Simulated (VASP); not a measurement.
# Ir (Fm-3m) in VASP: a series of runs

Runs on Ir. Level: PBEsol. Tasks: single point.

Program: VASP 6.6.1. These are calculated values, not measurements. Logs are shortened: lines on timing, memory, paths and dates and some standing lists are left out, and cuts for length are marked.

**1. The cell of the first run**

It takes space group Fm-3m (No. 225, cubic). Conventional cell: a = 3.788 Å, b = 3.788 Å, c = 3.788 Å, α = 90.00°, β = 90.00°, γ = 90.00°. Ir (site symmetry m-3m) has 12 Ir at 2.68 Å within 3.5 Å.

**2. Single point, PBEsol (volume scaled by 0.96)**

INCAR

```
SYSTEM = Ir
  PREC = Accurate
  ENCUT = 520
  EDIFF = 1E-7
  ISMEAR = -1
  SIGMA = 0.05
  LREAL = .FALSE.
  LASPH = .TRUE.
  NELM = 80
  ALGO = Normal
  ISIF = 2
  LWAVE = .FALSE.
  LCHARG = .FALSE.
  GGA = PS
  NBANDS = 10
```

KPOINTS

```
regular mesh
0
G
  15 15 15
  0 0 0
```

POSCAR

```
Ir
1.0
    0.0000000000      1.8937549276      1.8937549276
    1.8937549276      0.0000000000      1.8937549276
    1.8937549276      1.8937549276      0.0000000000
Ir
1
Direct
    0.0000000000      0.0000000000      0.0000000000
```

Potentials or basis: VASP PAW PBE potentials, release 64 (Ir).

Launch:

```
cat potpaw_PBE.64/Ir/POTCAR > POTCAR
mpirun -np 1 vasp_std > vasp.out
```

OUTCAR:

```text
SYSTEM = Ir
   PREC = Accurate
   ENCUT = 520
   EDIFF = 1E-7
   ISMEAR = -1
   LREAL = .FALSE.
   LASPH = .TRUE.
   NELM = 80
   ISIF = 2
   GGA = PS

 ion  position               nearest neighbor table
   1  0.000  0.000  0.000-

  LATTYP: Found a face centered cubic cell.
 ALAT       =     3.7875098552

  Lattice vectors:

 A1 = (   0.0000000000,   1.8937549276,   1.8937549276)
 A2 = (   1.8937549276,   0.0000000000,   1.8937549276)
 A3 = (   1.8937549276,   1.8937549276,   0.0000000000)

Analysis of symmetry for initial positions (statically):
=====================================================================
 Subroutine PRICEL returns:
 Original cell was already a primitive cell.

 Routine SETGRP: Setting up the symmetry group for a
 face centered cubic supercell.

 Subroutine GETGRP returns: Found 48 space group operations
 (whereof 48 operations were pure point group operations)
 out of a pool of 48 trial point group operations.

The static configuration has the point symmetry O_h .

Analysis of symmetry for dynamics (positions and initial velocities):
=====================================================================
 Subroutine PRICEL returns:
 Original cell was already a primitive cell.

 Routine SETGRP: Setting up the symmetry group for a
 face centered cubic supercell.

 Subroutine GETGRP returns: Found 48 space group operations
 (whereof 48 operations were pure point group operations)
 out of a pool of 48 trial point group operations.

The dynamic configuration has the point symmetry O_h .

 Subroutine INISYM returns: Found 48 space group operations
 (whereof 48 operations are pure point group operations),
 and found     1 'primitive' translations

----------------------------------------------------------------------------------------

                                     Primitive cell

  volume of cell :      13.5832

  direct lattice vectors                    reciprocal lattice vectors
     0.000000000  1.893754928  1.893754928    -0.264025716  0.264025716  0.264025716
     1.893754928  0.000000000  1.893754928     0.264025716 -0.264025716  0.264025716
     1.893754928  1.893754928  0.000000000     0.264025716  0.264025716 -0.264025716

  length of vectors
     2.678173902  2.678173902  2.678173902     0.457305954  0.457305954  0.457305954

  position of ions in fractional coordinates (direct lattice)
     0.000000000  0.000000000  0.000000000

  ion indices of the primitive-cell ions
   primitive index   ion index
[... 72 lines left out ...]
   NELM   =     80;   NELMIN=  2; NELMDL= -5     # of ELM steps
   EDIFF  = 0.1E-06   stopping-criterion for ELM
   LREAL  =      F    real-space projection
   EDIFFG = 0.1E-05   stopping-criterion for IOM
   NSW    =      0    number of steps for IOM
   IBRION =     -1    ionic relax: 0-MD 1-quasi-New 2-CG
   NFREE  =      0    steps in history (QN), initial steepest desc. (CG)
   ISIF   =      2    stress and relaxation
   ISYM   =      2    0-nonsym 1-usesym 2-fastsym
   POTIM  = 0.5000    time-step for ionic-motion
   TEBEG  =    0.0;   TEEND  =   0.0 temperature during run
   PSTRESS=    0.0 pullay stress
   NELECT =       9.0000    total number of electrons
   NUPDOWN=      -1.0000    fix difference up-down
   EMIN   =  10.00;   EMAX   =-10.00  energy-range for DOS
   EFERMI =   0.00;   METHOD = LEGACY
   ISMEAR =    -1;   SIGMA  =   0.05  broadening in eV -4-tet -1-fermi 0-gaus
   EFERMI_NEDOS =   21; number of points for ismear=-14 and -15
   IALGO  =     38    algorithm
   IMIX   =      4    mixing-type and parameters
     AMIX     =   0.40;   BMIX     =  1.00
     AMIX_MAG =   1.60;   BMIX_MAG =  1.00
  volume/ion in A,a.u.               =      13.58        91.66
  Fermi-wavevector in a.u.,A,eV,Ry     =   1.427212  2.697040 27.714180  2.036935
  Thomas-Fermi vector in A             =   2.547406
   LORBIT       =      0    0 simple, 1 ext, 2 COOP (PROOUT), +10 PAW based schemes
   GGA     = PS    functional components
   LHFCALC =     F    Hartree Fock is set to
   AEXX    =    0.0000 exact exchange contribution
   IVDW    =     0    specifies the selected vdW correction
   LEPSILON=     F    determine dielectric tensor
   LRPA    =     F    only Hartree local field effects (RPA)
 non-spin polarized calculation
  energy-cutoff  :      520.00
  volume of cell :       13.58
 maximum number of plane-waves:       376
   NGX =  9   NGY =  9   NGZ =  9

 number of electron       9.0000001 magnetization

 Free energy of the ion-electron system (eV)
  ---------------------------------------------------
  ext. energy  EPLUGINS =         0.00000000
  ---------------------------------------------------
  free energy    TOTEN  =        -9.80602733 eV

  energy without entropy =       -9.79841382  energy(sigma->0) =       -9.80222058

 E-fermi :  11.0312     XC(G=0): -14.3417

 val. band max:       11.0075540226   @ k =  -0.4000   0.4667   0.0667
 cond. band min:      11.0313755822   @ k =  -0.3333   0.2667   0.0667
 fundamental gap:      0.0238215595
 Fermi energy:        11.0311516956

 k-point     1 :       0.0000    0.0000    0.0000
  band No.  band energies     occupation
      1      -0.6687      2.00000
      2       6.8137      2.00000
      3       6.8137      2.00000
      4       6.8137      2.00000
      5       9.7100      2.00000
      6       9.7100      2.00000
      7      25.1990      0.00000
      8      31.0196      0.00000
      9      31.0196      0.00000
     10      31.0196      0.00000
[... 287 lines left out ...]
 k-point    24 :       0.2000    0.1333    0.0000
  band No.  band energies     occupation
      1       1.0506      2.00000
      2       5.6875      2.00000
      3       7.6457      2.00000
      4       7.7516      2.00000
      5       8.6033      2.00000
      6      10.2076      2.00000
      7      28.0685      0.00000
      8      28.2335      0.00000
      9      31.4910      0.00000
     10      32.0111      0.00000

 [... further k-points ...]
[... 5 lines left out ...]
  --------------------------------------------------------------------------------------
  -------------------------------------------------------------------------------------
  Total        1.3049197      1.3049197      1.3049197     -0.0000000      0.0000000      0.0000000
  in kB      153.9192897    153.9192897    153.9192897     -0.0000000      0.0000000      0.0000000
  external PRESSURE =     153.9192897 kB  Pullay stress =       0.0000000 kB

 VOLUME and BASIS-vectors are now :
 -----------------------------------------------------------------------------
  energy-cutoff  :      520.00
  volume of cell :       13.58
      direct lattice vectors                 reciprocal lattice vectors
     0.000000000  1.893754928  1.893754928    -0.264025716  0.264025716  0.264025716
     1.893754928  0.000000000  1.893754928     0.264025716 -0.264025716  0.264025716
     1.893754928  1.893754928  0.000000000     0.264025716  0.264025716 -0.264025716

 POSITION                                       TOTAL-FORCE (eV/Angst)
 -----------------------------------------------------------------------------------
      0.00000      0.00000      0.00000        -0.000000      0.000000      0.000000
 -----------------------------------------------------------------------------------
    total drift:                                0.000000      0.000000      0.000000

  FREE ENERGIE OF THE ION-ELECTRON SYSTEM (eV)
  ---------------------------------------------------
  free  energy   TOTEN  =        -9.8060273331 eV

  energy  without entropy=       -9.7984138191  energy(sigma->0) =       -9.80222058
```

OSZICAR:

```text
N       E                     dE             d eps       ncg     rms          rms(c)
DAV:   1     0.466477361214E+02    0.46648E+02   -0.43888E+03  2424   0.824E+02
DAV:   2    -0.948769794269E+01   -0.56135E+02   -0.52909E+02  2460   0.198E+02
DAV:   3    -0.104093435785E+02   -0.92165E+00   -0.91763E+00  2742   0.304E+01
DAV:   4    -0.104180208185E+02   -0.86772E-02   -0.86757E-02  2716   0.279E+00
DAV:   5    -0.104181876960E+02   -0.16688E-03   -0.16688E-03  2760   0.372E-01    0.176E+01
DAV:   6    -0.991585060376E+01    0.50234E+00   -0.81754E-01  2690   0.111E+01    0.719E+00
DAV:   7    -0.981340898758E+01    0.10244E+00   -0.28615E-01  2884   0.600E+00    0.144E+00
DAV:   8    -0.981156194430E+01    0.18470E-02   -0.19234E-03  2582   0.445E-01    0.123E+00
DAV:   9    -0.980604547855E+01    0.55165E-02   -0.28900E-03  2630   0.785E-01    0.432E-02
DAV:  10    -0.980602569781E+01    0.19781E-04   -0.22129E-05  3516   0.544E-02    0.231E-02
DAV:  11    -0.980602729823E+01   -0.16004E-05   -0.16286E-06  2664   0.854E-03    0.332E-03
DAV:  12    -0.980602733311E+01   -0.34876E-07   -0.30386E-08  1618   0.192E-03
   1 F= -.98060273E+01 E0= -.98022206E+01  d E =-.761351E-02
```

stdout:

```text
POSCAR found type information on POSCAR Ir
 POSCAR found :  1 types and       1 ions
 scaLAPACK will be used
 -----------------------------------------------------------------------------
|                                                                             |
|                                                                             |
|     You enforced a specific xc type in the INCAR file but a different       |
|     I HOPE YOU KNOW WHAT YOU ARE DOING!                                     |
|                                                                             |
 -----------------------------------------------------------------------------

 LDA part: xc-table for (Slater+PW92), standard interpolation
 POSCAR, INCAR and KPOINTS ok, starting setup
 FFT: planning ... GRIDC
 FFT: planning ... GRID_SOFT
 FFT: planning ... GRID
 WAVECAR not read
 entering main loop
```

It took 5.9 s on 1 thread of Intel Xeon 6975P-C (Granite Rapids), shared host; peak memory 0.13 GiB.

Results:

| Quantity | Value |
| --- | --- |
| Free energy | -9.8060 eV |
| Pressure | 15.4 GPa |

Caveat: the PAW data sets were made with another functional, which shifts forces and pressure a little; spin-orbit coupling is left out, which moves the levels of the heavy elements.

**3. Single point, PBEsol (volume scaled by 0.99)**

INCAR

```
PREC = Accurate ; ENCUT = 520
EDIFF = 1E-6 ; ISMEAR = -1
SIGMA = 0.05 ; LREAL = False
LASPH = True ; NELM = 100
ALGO = Normal ; ISIF = 2
LWAVE = False ; LCHARG = True
GGA = PS ; LELF = True
LVHAR = True ; NBANDS = 10
```

KPOINTS

```
regular mesh
0
Gamma
  15 15 15
```

POSCAR

```
Ir
1.0
    0.0000000000      1.9132795507      1.9132795507
    1.9132795507      0.0000000000      1.9132795507
    1.9132795507      1.9132795507      0.0000000000
Ir
1
Direct
    0.0000000000      0.0000000000      0.0000000000
```

Potentials or basis: VASP PAW PBE potentials, release 64 (Ir).

Launch:

```
cat potpaw_PBE.64/Ir/POTCAR > POTCAR
mpirun -np 1 vasp_std > vasp.out
```

Wall time 6 s (1 thread of Intel Xeon 6975P-C (Granite Rapids), shared host); peak memory 0.14 GiB.

Results (log left out):

```
Free energy : -9.8288 eV
Pressure    : 2.1 GPa
```

Levels at points of the mesh, in eV from the Fermi level:
| k point | band 1 | band 2 | band 3 | band 4 | band 5 | band 6 | band 7 | band 8 | band 9 |
| --- | --- | --- | --- | --- | --- | --- | --- | --- | --- |
| (0.00, 0.00, 0.00) | -11.35 | -4.02 | -4.02 | -4.02 | -1.26 | -1.26 | 14.24 | 19.88 | 19.88 |

Caveat: the PAW data sets were made with another functional, which shifts forces and pressure a little; spin-orbit coupling is left out, which moves the levels of the heavy elements.

[end of part 1 of 2]
